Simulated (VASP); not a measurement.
# Ti (P6/mmm) in VASP: further runs

Ti is run at these levels: LDA; tasks: single point.

All numbers are computed with VASP 6.6.1; they aren't measurements. Logs are shortened: lines on timing, memory, paths and dates and some standing lists are left out, and cuts for length are marked.

## 1. The cell of the first run

It takes space group P6/mmm (No. 191, hexagonal). The conventional cell has a = 4.474 Å, b = 4.474 Å, c = 2.743 Å, α = 90.00°, β = 90.00°, γ = 120.00°. Within 3.6 Å of Ti (site symmetry 6/mmm) lie 14 Ti at 2.74 to 2.92 Å. Ti (site symmetry -6m2) has 11 Ti at 2.58 to 2.92 Å within 3.4 Å.

## 2. Single point, LDA

INCAR reads:

```
PREC     = Accurate       # precision mode
ENCUT    = 520            # plane-wave cutoff, eV
EDIFF    = 1E-6           # SCF threshold, eV
ISMEAR   = -1             # smearing method
SIGMA    = 0.1            # smearing width, eV
LREAL    = False          # projectors in reciprocal space
LASPH    = True           # aspherical terms in the spheres
NELM     = 80             # most SCF steps
ALGO     = Normal         # electronic algorithm
ISIF     = 2              # what is computed and relaxed
LWAVE    = False          # write WAVECAR
LCHARG   = False          # write CHGCAR
GGA      = CA             # functional
NBANDS   = 25             # bands
```

KPOINTS reads:

```
Automatic mesh
0
Gamma
  7 7 10
```

POSCAR reads:

```
Ti
1.0
    4.4739086006      0.0000000000      0.0000000000
   -2.2369543003      3.8745186410      0.0000000000
    0.0000000000      0.0000000000      2.7427004899
Ti
3
Direct
    0.0000000000      0.0000000000      0.0000000000
    0.3333333333      0.6666666667      0.5000000000
    0.6666666667      0.3333333333      0.5000000000
```

Potentials or basis: VASP PAW LDA potentials, release 64 (Ti_sv).

Run with:

```console
$ cat potpaw_LDA.64/Ti_sv/POTCAR > POTCAR
$ mpirun -np 1 vasp_std > vasp.out
```

OUTCAR:

```text
PREC = Accurate
   ENCUT = 520
   EDIFF = 1E-6
   ISMEAR = -1
   LREAL = False
   LASPH = True
   NELM = 80
   ISIF = 2
   GGA = CA

 ion  position               nearest neighbor table
   1  0.000  0.000  0.000-
   2  0.333  0.667  0.500-   3 2.58   3 2.58   3 2.58
   3  0.667  0.333  0.500-   2 2.58   2 2.58   2 2.58

  LATTYP: Found a hexagonal cell.
 ALAT       =     4.4739086006
 C/A-ratio  =     0.6130434783

  Lattice vectors:

 A1 = (   4.4739086006,   0.0000000000,   0.0000000000)
 A2 = (  -2.2369543003,   3.8745186410,   0.0000000000)
 A3 = (   0.0000000000,   0.0000000000,   2.7427004899)

Analysis of symmetry for initial positions (statically):
=====================================================================
 Subroutine PRICEL returns:
 Original cell was already a primitive cell.

 Routine SETGRP: Setting up the symmetry group for a
 hexagonal supercell.

 Subroutine GETGRP returns: Found 24 space group operations
 (whereof 24 operations were pure point group operations)
 out of a pool of 24 trial point group operations.

The static configuration has the point symmetry D_6h.

Analysis of symmetry for dynamics (positions and initial velocities):
=====================================================================
 Subroutine PRICEL returns:
 Original cell was already a primitive cell.

 Routine SETGRP: Setting up the symmetry group for a
 hexagonal supercell.

 Subroutine GETGRP returns: Found 24 space group operations
 (whereof 24 operations were pure point group operations)
 out of a pool of 24 trial point group operations.

The dynamic configuration has the point symmetry D_6h.

 Subroutine INISYM returns: Found 24 space group operations
 (whereof 24 operations are pure point group operations),
 and found     1 'primitive' translations

----------------------------------------------------------------------------------------

                                     Primitive cell

  volume of cell :      47.5426

  direct lattice vectors                    reciprocal lattice vectors
     4.473908601  0.000000000  0.000000000     0.223518201  0.129048289  0.000000000
[... 76 lines left out ...]
   NGX,Y,Z   is equivalent  to a cutoff of  13.38, 13.38, 12.12 a.u.
   NGXF,Y,Z  is equivalent  to a cutoff of  26.75, 26.75, 24.25 a.u.
 SYSTEM =  unknown system
   PREC   = accura    normal or accurate (medium, high low for compatibility)
   ISTART =      0    job   : 0-new  1-cont  2-samecut
   ICHARG =      2    charge: 1-file 2-atom 10-const
   ISPIN  =      1    spin polarized calculation?
   LNONCOLLINEAR =      F non collinear calculations
   LSORBIT =      F    spin-orbit coupling
   LASPH  =      T    aspherical Exc in radial PAW
   ENCUT  =  520.0 eV  38.22 Ry    6.18 a.u.   8.32  8.32  5.10*2*pi/ulx,y,z
   NELM   =     80;   NELMIN=  2; NELMDL= -5     # of ELM steps
   EDIFF  = 0.1E-05   stopping-criterion for ELM
   LREAL  =      F    real-space projection
   EDIFFG = 0.1E-04   stopping-criterion for IOM
   NSW    =      0    number of steps for IOM
   IBRION =     -1    ionic relax: 0-MD 1-quasi-New 2-CG
   NFREE  =      0    steps in history (QN), initial steepest desc. (CG)
   ISIF   =      2    stress and relaxation
   ISYM   =      2    0-nonsym 1-usesym 2-fastsym
   POTIM  = 0.5000    time-step for ionic-motion
   TEBEG  =    0.0;   TEEND  =   0.0 temperature during run
   PSTRESS=    0.0 pullay stress
   NELECT =      36.0000    total number of electrons
   NUPDOWN=      -1.0000    fix difference up-down
   EMIN   =  10.00;   EMAX   =-10.00  energy-range for DOS
   EFERMI =   0.00;   METHOD = LEGACY
   ISMEAR =    -1;   SIGMA  =   0.10  broadening in eV -4-tet -1-fermi 0-gaus
   EFERMI_NEDOS =   21; number of points for ismear=-14 and -15
   IALGO  =     38    algorithm
   IMIX   =      4    mixing-type and parameters
     AMIX     =   0.40;   BMIX     =  1.00
     AMIX_MAG =   1.60;   BMIX_MAG =  1.00
  volume/ion in A,a.u.               =      15.85       106.94
  Fermi-wavevector in a.u.,A,eV,Ry     =   1.492157  2.819768 30.293823  2.226533
  Thomas-Fermi vector in A             =   2.604721
   LORBIT       =      0    0 simple, 1 ext, 2 COOP (PROOUT), +10 PAW based schemes
   GGA     = CA    functional components
   LHFCALC =     F    Hartree Fock is set to
   AEXX    =    0.0000 exact exchange contribution
   IVDW    =     0    specifies the selected vdW correction
   LEPSILON=     F    determine dielectric tensor
   LRPA    =     F    only Hartree local field effects (RPA)
 non-spin polarized calculation
  energy-cutoff  :      520.00
  volume of cell :       47.54
 maximum number of plane-waves:      1297
 NGX is ok and might be reduce to    36
   NGX = 17   NGY = 17   NGZ = 11

 number of electron      36.0000016 magnetization

 Free energy of the ion-electron system (eV)
  ---------------------------------------------------
  ext. energy  EPLUGINS =         0.00000000
  ---------------------------------------------------
  free energy    TOTEN  =       -25.76571571 eV

  energy without entropy =      -25.66668365  energy(sigma->0) =      -25.71619968

 E-fermi :   8.9437     XC(G=0): -12.2297

 val. band max:        8.9225222410   @ k =   0.2857   0.2857   0.0000
 cond. band min:       8.9597413701   @ k =   0.2857   0.1429   0.1000
 fundamental gap:      0.0372191291
 Fermi energy:         8.9436523007

 k-point     1 :       0.0000    0.0000    0.0000
  band No.  band energies     occupation
      1     -47.0465      2.00000
      2     -46.8084      2.00000
      3     -46.6045      2.00000
      4     -23.7726      2.00000
      5     -23.7726      2.00000
      6     -23.7402      2.00000
[... 661 lines left out ...]
     24      11.7181      0.00000
     25      11.7702      0.00000

 [... further k-points ...]
[... 5 lines left out ...]
  --------------------------------------------------------------------------------------
  -------------------------------------------------------------------------------------
  Total       -0.2672215     -0.2672215      0.5536403      0.0000000     -0.0000000      0.0000000
  in kB       -9.0053114     -9.0053121     18.6575690      0.0000000     -0.0000000      0.0000000
  external PRESSURE =       0.2156485 kB  Pullay stress =       0.0000000 kB

 VOLUME and BASIS-vectors are now :
 -----------------------------------------------------------------------------
  energy-cutoff  :      520.00
  volume of cell :       47.54
      direct lattice vectors                 reciprocal lattice vectors
     4.473908601  0.000000000  0.000000000     0.223518201  0.129048289  0.000000000
    -2.236954300  3.874518641  0.000000000     0.000000000  0.258096577  0.000000000
     0.000000000  0.000000000  2.742700490     0.000000000  0.000000000  0.364604157

 POSITION                                       TOTAL-FORCE (eV/Angst)
 -----------------------------------------------------------------------------------
      0.00000      0.00000      0.00000         0.000000      0.000000      0.000000
     -0.00000      2.58301      1.37135        -0.000000     -0.000000     -0.000000
      2.23695      1.29151      1.37135         0.000000      0.000000      0.000000
 -----------------------------------------------------------------------------------
    total drift:                                0.000000      0.000000     -0.000000

  FREE ENERGIE OF THE ION-ELECTRON SYSTEM (eV)
  ---------------------------------------------------
  free  energy   TOTEN  =       -25.7657157143 eV

  energy  without entropy=      -25.6666836532  energy(sigma->0) =      -25.71619968
```

OSZICAR:

```text
N       E                     dE             d eps       ncg     rms          rms(c)
DAV:   1     0.430884293852E+03    0.43088E+03   -0.18527E+04  2400   0.180E+03
DAV:   2     0.198247574190E+02   -0.41106E+03   -0.40404E+03  2421   0.521E+02
DAV:   3    -0.252369584157E+02   -0.45062E+02   -0.43857E+02  4382   0.147E+02
DAV:   4    -0.284944505048E+02   -0.32575E+01   -0.32315E+01  3325   0.371E+01
DAV:   5    -0.286525709375E+02   -0.15812E+00   -0.15805E+00  3759   0.672E+00    0.157E+01
DAV:   6    -0.257665848534E+02    0.28860E+01   -0.10195E+01  3050   0.307E+01    0.422E+00
DAV:   7    -0.257809500537E+02   -0.14365E-01   -0.15390E+00  3495   0.102E+01    0.305E+00
DAV:   8    -0.257496790951E+02    0.31271E-01   -0.58054E-01  3546   0.803E+00    0.234E+00
DAV:   9    -0.257795152460E+02   -0.29836E-01   -0.39607E-01  3358   0.692E+00    0.938E-01
DAV:  10    -0.257650203927E+02    0.14495E-01   -0.81472E-02  3235   0.331E+00    0.960E-02
DAV:  11    -0.257656114367E+02   -0.59104E-03   -0.64152E-03  3323   0.706E-01    0.144E-01
DAV:  12    -0.257657351218E+02   -0.12369E-03   -0.68011E-04  3286   0.221E-01    0.511E-02
DAV:  13    -0.257657171828E+02    0.17939E-04   -0.12064E-04  3470   0.105E-01    0.949E-03
DAV:  14    -0.257657154889E+02    0.16939E-05   -0.10465E-05  3064   0.391E-02    0.471E-03
DAV:  15    -0.257657157143E+02   -0.22538E-06   -0.70161E-07  1521   0.109E-02
   1 F= -.25765716E+02 E0= -.25716200E+02  d E =-.990321E-01
```

It took 87 s on 1 thread of Intel Xeon 6975P-C, shared host; peak memory 0.17 GiB.

Results:

```
Free energy            : -25.7657 eV
Pressure               : 0.0 GPa
Band gap on the k mesh : zero (band 18 reaches 9.12 eV, above the bottom of band 19 at 8.86 eV)
```

Stress tensor (GPa, compression positive):
```
-0.90  0.00  0.00
 0.00 -0.90  0.00
 0.00  0.00  1.87
```

Levels at points of the mesh, in eV from the Fermi level:
```tsv
k point	band 15	band 16	band 17	band 18	band 19	band 20	band 21	band 22
(0.00, 0.00, 0.00)	-0.68	-0.68	-0.57	-0.57	-0.06	0.67	1.38	1.38
(0.00, 0.00, 0.50)	-2.07	-1.75	-1.75	-1.54	1.10	1.10	1.39	1.39
```

[end of part 1 of 2]
